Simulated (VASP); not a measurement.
# AlSi2B (P-6m2) in VASP: notebook

AlSi2B is run at these levels: PBE; tasks: relaxation of cell and atoms, single point.

Everything below comes from runs of VASP 6.6.1. Logs are shortened: lines on timing, memory, paths and dates and some standing lists are left out, and cuts for length are marked.

## Step 1: The cell of the first run

Symmetry: P-6m2, No. 187, hexagonal system. The conventional cell has a = 3.157 Å, b = 3.157 Å, c = 7.403 Å, α = 90.00°, β = 90.00°, γ = 120.00°. Within 3.5 Å of Al (site symmetry -6m2) lie 6 Si at 2.68 Å and 6 Al at 3.16 Å. Si (site symmetry 3m) has 3 B at 2.52 Å and 3 Al at 2.68 Å and 6 Si at 3.16 Å within 3.3 Å. B (site symmetry -6m2) has 6 Si at 2.52 Å and 6 B at 3.16 Å within 3.3 Å.

## Step 2: Relaxation of cell and atoms, PBE

Input file INCAR:

```
SYSTEM = AlSi2B
PREC = Accurate
ENCUT = 600
EDIFF = 1E-7
ISMEAR = 0
SIGMA = 0.1
LREAL = .FALSE.
LASPH = .TRUE.
NELM = 60
ALGO = Normal
ISIF = 3
LWAVE = .FALSE.
LCHARG = .FALSE.
GGA = PE
IBRION = 2
NSW = 90
EDIFFG = -0.04
```

Input file KPOINTS:

```
regular mesh
0
G
  6 6 4
  0 0 0
```

Input file POSCAR:

```
AlSi2B
1.0
    3.1574923400      0.0000000000      0.0000000000
   -1.5787461700      2.7344685800      0.0000000000
    0.0000000000      0.0000000000      7.4031388800
Al Si B
1 2 1
Direct
    0.0000000000      0.0000000000      0.0000000000
    0.3333333300      0.6666666700      0.2654210200
    0.3333333300      0.6666666700      0.7345789800
    0.6666666700      0.3333333300      0.5000000000
```

Potentials or basis: VASP PAW PBE potentials, release 64 (Al, Si, B).

Run with:

```console
$ cat potpaw_PBE.64/Al/POTCAR potpaw_PBE.64/Si/POTCAR potpaw_PBE.64/B/POTCAR > POTCAR
$ mpirun -np 1 vasp_std > vasp.out
```

OUTCAR:

```text
SYSTEM = AlSi2B
   PREC = Accurate
   ENCUT = 600
   EDIFF = 1E-7
   ISMEAR = 0
   LREAL = .FALSE.
   LASPH = .TRUE.
   NELM = 60
   ISIF = 3
   GGA = PE
   IBRION = 2
   NSW = 90
   EDIFFG = -0.04

 ion  position               nearest neighbor table
   1  0.000  0.000  0.000-   2 2.68   3 2.68   2 2.68   3 2.68   2 2.68   3 2.68
   2  0.333  0.667  0.265-   4 2.52   4 2.52   4 2.52   1 2.68   1 2.68   1 2.68
   3  0.333  0.667  0.735-   4 2.52   4 2.52   4 2.52   1 2.68   1 2.68   1 2.68
   4  0.667  0.333  0.500-   2 2.52   3 2.52   2 2.52   3 2.52   2 2.52   3 2.52

  LATTYP: Found a hexagonal cell.
 ALAT       =     3.1574923400
 C/A-ratio  =     2.3446260775

  Lattice vectors:

 A1 = (   3.1574923400,   0.0000000000,   0.0000000000)
 A2 = (  -1.5787461700,   2.7344685800,   0.0000000000)
 A3 = (   0.0000000000,   0.0000000000,   7.4031388800)

Analysis of symmetry for initial positions (statically):
=====================================================================
 Subroutine PRICEL returns:
 Original cell was already a primitive cell.

 Routine SETGRP: Setting up the symmetry group for a
 hexagonal supercell.

 Subroutine GETGRP returns: Found 12 space group operations
 (whereof 12 operations were pure point group operations)
 out of a pool of 24 trial point group operations.

The static configuration has the point symmetry D_3h.

Analysis of symmetry for dynamics (positions and initial velocities):
=====================================================================
 Subroutine PRICEL returns:
 Original cell was already a primitive cell.

 Routine SETGRP: Setting up the symmetry group for a
 hexagonal supercell.

 Subroutine GETGRP returns: Found 12 space group operations
 (whereof 12 operations were pure point group operations)
 out of a pool of 24 trial point group operations.

The dynamic configuration has the point symmetry D_3h.

 Subroutine INISYM returns: Found 12 space group operations
 (whereof 12 operations are pure point group operations),
 and found     1 'primitive' translations

----------------------------------------------------------------------------------------

                                     Primitive cell

  volume of cell :      63.9192

  direct lattice vectors                    reciprocal lattice vectors
     3.157492340  0.000000000  0.000000000     0.316707023  0.182850885  0.000000000
    -1.578746170  2.734468580  0.000000000     0.000000000  0.365701770  0.000000000
     0.000000000  0.000000000  7.403138880     0.000000000  0.000000000  0.135077839

  length of vectors
     3.157492340  3.157492341  7.403138880     0.365701770  0.365701770  0.135077839

  position of ions in fractional coordinates (direct lattice)
     0.000000000  0.000000000  0.000000000
     0.333333330  0.666666670  0.265421020
     0.333333330  0.666666670  0.734578980
     0.666666670  0.333333330  0.500000000

  ion indices of the primitive-cell ions
   primitive index   ion index
                 1           1
                 2           2
                 3           3
                 4           4

----------------------------------------------------------------------------------------

 KPOINTS: regular mesh

Automatic generation of k-mesh.
 Grid dimensions read from file:
 generate k-points for:    6    6    4

 Generating k-lattice:

  Cartesian coordinates                     Fractional coordinates (reciprocal lattice)
     0.052784504  0.030475148  0.000000000     0.166666667 -0.000000000  0.000000000
     0.000000000  0.060950295  0.000000000     0.000000000  0.166666667  0.000000000
     0.000000000  0.000000000  0.033769460     0.000000000  0.000000000  0.250000000

  Length of vectors
     0.060950295  0.060950295  0.033769460

  Shift w.r.t. Gamma in fractional coordinates (k-lattice)
     0.000000000  0.000000000  0.000000000

 Subroutine IBZKPT returns following result:
 ===========================================

 Found     21 irreducible k-points:

 Following reciprocal coordinates:
            Coordinates               Weight
  0.000000  0.000000  0.000000      1.000000
  0.166667  0.000000  0.000000      6.000000
  0.333333  0.000000  0.000000      6.000000
  0.500000  0.000000  0.000000      3.000000
  0.166667  0.166667  0.000000      6.000000
  0.333333  0.166667  0.000000     12.000000
[... 13 lines left out ...]
  0.333333  0.166667  0.500000     12.000000
  0.333333  0.333333  0.500000      2.000000
   k-points           NKPTS =     21   k-points in BZ     NKDIM =     21   number of bands    NBANDS=     11
   number of dos      NEDOS =    301   number of ions     NIONS =      4
   total plane-waves  NPLWV =  47040
   dimension x,y,z NGX =    28 NGY =   28 NGZ =   60
   dimension x,y,z NGXF=    56 NGYF=   56 NGZF=  120
   ions per type =               1   2   1
   NGX,Y,Z   is equivalent  to a cutoff of  14.74, 14.74, 13.47 a.u.
   NGXF,Y,Z  is equivalent  to a cutoff of  29.48, 29.48, 26.95 a.u.
 SYSTEM =  AlSi2B
   PREC   = accura    normal or accurate (medium, high low for compatibility)
   ISTART =      0    job   : 0-new  1-cont  2-samecut
   ICHARG =      2    charge: 1-file 2-atom 10-const
   ISPIN  =      1    spin polarized calculation?
   LNONCOLLINEAR =      F non collinear calculations
   LSORBIT =      F    spin-orbit coupling
   LASPH  =      T    aspherical Exc in radial PAW
   ENCUT  =  600.0 eV  44.10 Ry    6.64 a.u.   6.31  6.31 14.79*2*pi/ulx,y,z
   NELM   =     60;   NELMIN=  2; NELMDL= -5     # of ELM steps
   EDIFF  = 0.1E-06   stopping-criterion for ELM
   LREAL  =      F    real-space projection
   EDIFFG = -.4E-01   stopping-criterion for IOM
   NSW    =     90    number of steps for IOM
   IBRION =      2    ionic relax: 0-MD 1-quasi-New 2-CG
   NFREE  =      1    steps in history (QN), initial steepest desc. (CG)
   ISIF   =      3    stress and relaxation
   ISYM   =      2    0-nonsym 1-usesym 2-fastsym
   POTIM  = 0.5000    time-step for ionic-motion
   TEBEG  =    0.0;   TEEND  =   0.0 temperature during run
   PSTRESS=    0.0 pullay stress
   NELECT =      14.0000    total number of electrons
   NUPDOWN=      -1.0000    fix difference up-down
   EMIN   =  10.00;   EMAX   =-10.00  energy-range for DOS
   EFERMI =   0.00;   METHOD = LEGACY
   ISMEAR =     0;   SIGMA  =   0.10  broadening in eV -4-tet -1-fermi 0-gaus
   EFERMI_NEDOS =   21; number of points for ismear=-14 and -15
   IALGO  =     38    algorithm
   IMIX   =      4    mixing-type and parameters
     AMIX     =   0.40;   BMIX     =  1.00
     AMIX_MAG =   1.60;   BMIX_MAG =  1.00
  volume/ion in A,a.u.               =      15.98       107.84
  Fermi-wavevector in a.u.,A,eV,Ry     =   0.986826  1.864830 13.249694  0.973825
  Thomas-Fermi vector in A             =   2.118235
   LORBIT       =      0    0 simple, 1 ext, 2 COOP (PROOUT), +10 PAW based schemes
   GGA     = PE    functional components
   LHFCALC =     F    Hartree Fock is set to
   AEXX    =    0.0000 exact exchange contribution
   IVDW    =     0    specifies the selected vdW correction
   LEPSILON=     F    determine dielectric tensor
   LRPA    =     F    only Hartree local field effects (RPA)
 conjugate gradient relaxation of ions
 non-spin polarized calculation
 Gauss-broadening in eV      SIGMA  =   0.10
  energy-cutoff  :      600.00
  volume of cell :       63.92
 maximum number of plane-waves:      2154
 NGX is ok and might be reduce to    28
   NGX = 13   NGY = 13   NGZ = 29

--------------------------------------- Ionic step        1  -------------------------------------------

 number of electron      14.0000000 magnetization

 Free energy of the ion-electron system (eV)
  ---------------------------------------------------
  ext. energy  EPLUGINS =         0.00000000
  ---------------------------------------------------
  free energy    TOTEN  =       -17.91544698 eV

  energy without entropy =      -17.91123496  energy(sigma->0) =      -17.91334097

------------------------ aborting loop because EDIFF is reached ----------------------------------------

  FORCE on cell =-STRESS in cart. coord.  units (eV):
  Direction    XX          YY          ZZ          XY          YZ          ZX
  --------------------------------------------------------------------------------------
  -------------------------------------------------------------------------------------
  Total       -4.0877163     -4.0877163     -7.0336259      0.0000000      0.0000000      0.0000000
  in kB     -102.4613779   -102.4613780   -176.3025959      0.0000000      0.0000000      0.0000000
  external PRESSURE =    -127.0751173 kB  Pullay stress =       0.0000000 kB
[... 95 lines left out ...]
  FREE ENERGIE OF THE ION-ELECTRON SYSTEM (eV)
  ---------------------------------------------------
  free  energy   TOTEN  =       -18.8411819530 eV

  energy  without entropy=      -18.8234356166  energy(sigma->0) =      -18.83230878

 E-fermi :  10.7187     XC(G=0): -11.5452

 val. band max:       10.6964427764   @ k =   0.1667   0.1667   0.2500
 cond. band min:      10.9657005911   @ k =   0.3333   0.3333   0.5000
 fundamental gap:      0.2692578148
 Fermi energy:        10.7186627374

 k-point     1 :       0.0000    0.0000    0.0000
  band No.  band energies     occupation
      1      -4.5877      2.00000
      2      -0.8878      2.00000
      3       0.1452      2.00000
      4       8.7782      2.00000
      5      11.5646      0.00000
      6      12.1852      0.00000
      7      12.1852      0.00000
      8      16.5320      0.00000
      9      16.5320      0.00000
     10      18.2046      0.00000
     11      18.2046      0.00000
[... 267 lines left out ...]
 k-point    21 :       0.3333    0.3333    0.5000
  band No.  band energies     occupation
      1       1.6303      2.00000
      2       2.5504      2.00000
      3       3.8581      2.00000
      4       4.0705      2.00000
      5       4.8429      2.00000
      6       5.5948      2.00000
      7       9.0957      2.00000
      8      10.2129      2.00000
      9      10.9657      0.00048
     10      11.9485      0.00000
     11      12.1630      0.00000

[... ionic steps 4 to 11 ...]

--------------------------------------- Ionic step       12  -------------------------------------------

 number of electron      14.0000000 magnetization

------------------------ aborting loop because EDIFF is reached ----------------------------------------
[... 71 lines left out ...]
--------------------------------------- Ionic step       14  -------------------------------------------

 number of electron      14.0000000 magnetization

 Free energy of the ion-electron system (eV)
  ---------------------------------------------------
  ext. energy  EPLUGINS =         0.00000000
  ---------------------------------------------------
  free energy    TOTEN  =       -20.00622506 eV

  energy without entropy =      -20.00037605  energy(sigma->0) =      -20.00330055

 E-fermi :   8.2930     XC(G=0): -10.7982

 val. band max:        8.2826809317   @ k =   0.5000   0.0000   0.5000
 cond. band min:       8.3194929216   @ k =   0.3333   0.1667   0.0000
 fundamental gap:      0.0368119899
 Fermi energy:         8.2929578165

 k-point     1 :       0.0000    0.0000    0.0000
  band No.  band energies     occupation
      1      -5.6487      2.00000
      2      -1.5741      2.00000
      3      -0.6316      2.00000
      4       7.5771      2.00000
      5       8.9849      0.00000
      6       8.9849      0.00000
      7       9.3249      0.00000
      8      13.4173      0.00000
      9      13.4173      0.00000
     10      14.9247      0.00000
     11      14.9247      0.00000
[... 309 lines left out ...]
  FREE ENERGIE OF THE ION-ELECTRON SYSTEM (eV)
  ---------------------------------------------------
  free  energy   TOTEN  =       -20.0062250591 eV

  energy  without entropy=      -20.0003760481  energy(sigma->0) =      -20.00330055

 reached required accuracy - stopping structural energy minimisation
```

It took 96 s on 1 thread of Intel Xeon 6975P-C (Granite Rapids), shared host; peak memory 0.21 GiB.

Results:

- Free energy: -20.0062 eV
- Relaxed volume: 13.48 Å³/atom
- Relaxed cell: a = 3.113 Å, b = 3.113 Å, c = 6.423 Å, α = 90.00°, β = 90.00°, γ = 120.00°
- Space group after relaxing (to 0.05 Å): P-6m2 (No. 187)
- Energy gained by relaxing: 522.7 meV/atom
- Ionic steps: 14
- Pressure after relaxing: 0.1 GPa
- Largest force after relaxing: 0.009 eV/Å
- Band gap on the k mesh: zero (band 7 reaches 13.66 eV, above the bottom of band 8 at 6.47 eV)

Forces on the atoms (eV/Å):
```
Al   0.000  0.000  0.000
Si   0.000  0.000  0.009
Si   0.000  0.000 -0.009
B    0.000  0.000  0.000
```

Step by step:
```csv
step,energy change (eV),largest force (eV/Å),pressure (GPa),volume (Å³)
1,0.0000,1.6121,-12.71,63.92
2,-0.8574,2.5194,0.11,52.87
3,-0.9257,3.1722,13.66,47.66
4,-1.3286,2.1128,21.94,45.64
5,-1.3396,1.7156,23.74,45.33
6,-1.8107,1.0078,12.10,48.54
7,-2.0622,0.5258,1.43,52.76
8,-2.0824,0.4360,-0.91,54.12
9,-2.0837,0.3353,-1.64,54.62
10,-2.0836,0.3818,-1.36,54.42
11,-2.0892,0.0430,-0.49,54.21
12,-2.0893,0.0124,-0.41,54.19
13,-2.0904,0.0108,-0.18,54.06
14,-2.0908,0.0088,0.07,53.91
```

Final structure:
```
Al Si B
1.0
     3.11314    0.00000    0.00000
    -1.55657    2.69606    0.00000
     0.00000    0.00000    6.42349
Al Si B
1 2 1
Cartesian
  0.0000 0.0000 0.0000
  0.0000 1.7974 2.0503
  0.0000 1.7974 4.3732
  1.5566 0.8987 3.2117
```

Caveat: the k points lie up to 0.39 Å⁻¹ apart in the final cell; the volume moved by over 15 % at a fixed basis, so the end points are rough.

## Step 3: Single point, PBE

This run uses another cell than the first one, of 13.52 Å³/atom, 0.846 times its volume.

Input file INCAR:

```
  PREC = Accurate
  ENCUT = 520
  EDIFF = 1E-6
  ISMEAR = 0
  SIGMA = 0.1
  LREAL = F
  LASPH = T
  NELM = 80
  ALGO = Normal
  ISIF = 2
  LWAVE = F
  LCHARG = T
  GGA = PE
  LELF = T
  LVHAR = T
  NBANDS = 15
```

Input file KPOINTS:

```
regular mesh
0
Gamma
  18 18 8
```

Input file POSCAR:

```
AlSi2B
1.0
    3.1102359112      0.0000000000      0.0000000000
   -1.5551179556      2.6935433109      0.0000000000
    0.0000000000      0.0000000000      6.4536608904
Al Si B
1 2 1
Direct
    0.0000000000      0.0000000000      0.0000000000
    0.3333333333      0.6666666667      0.3199174046
    0.3333333333      0.6666666667      0.6800825954
    0.6666666667      0.3333333333      0.5000000000
```

Potentials or basis: VASP PAW PBE potentials, release 64 (Al, Si, B).

Run with:

```console
$ cat potpaw_PBE.64/Al/POTCAR potpaw_PBE.64/Si/POTCAR potpaw_PBE.64/B/POTCAR > POTCAR
$ mpirun -np 1 vasp_std > vasp.out
```

Wall time 47 s (1 thread of Intel Xeon 6975P-C (Granite Rapids), shared host); peak memory 0.26 GiB.

Results (log left out):

```yaml
Free_energy: -20.0603 eV
Pressure: -0.1 GPa
Band_gap_on_the_k_mesh: zero (band 7 reaches 13.52 eV, above the bottom of band 8 at 6.22 eV)
```

Stress tensor (GPa, compression positive):
```
-0.03  0.00  0.00
 0.00 -0.03  0.00
 0.00  0.00 -0.11
```

Levels at points of the mesh, in eV from the Fermi level:
```csv
k point,band 4,band 5,band 6,band 7,band 8,band 9,band 10,band 11
"(0.00, 0.00, 0.00)",-1.01,0.47,0.47,0.70,4.94,4.94,5.92,6.43
"(0.50, 0.00, 0.00)",-5.12,-4.85,-3.57,-2.14,2.20,2.29,3.36,4.16
"(0.00, 0.00, 0.50)",-5.45,0.49,0.49,5.03,5.23,5.23,5.41,5.69
"(0.50, 0.00, 0.50)",-6.00,-2.38,-2.10,-1.44,-0.24,0.36,2.37,2.91
```
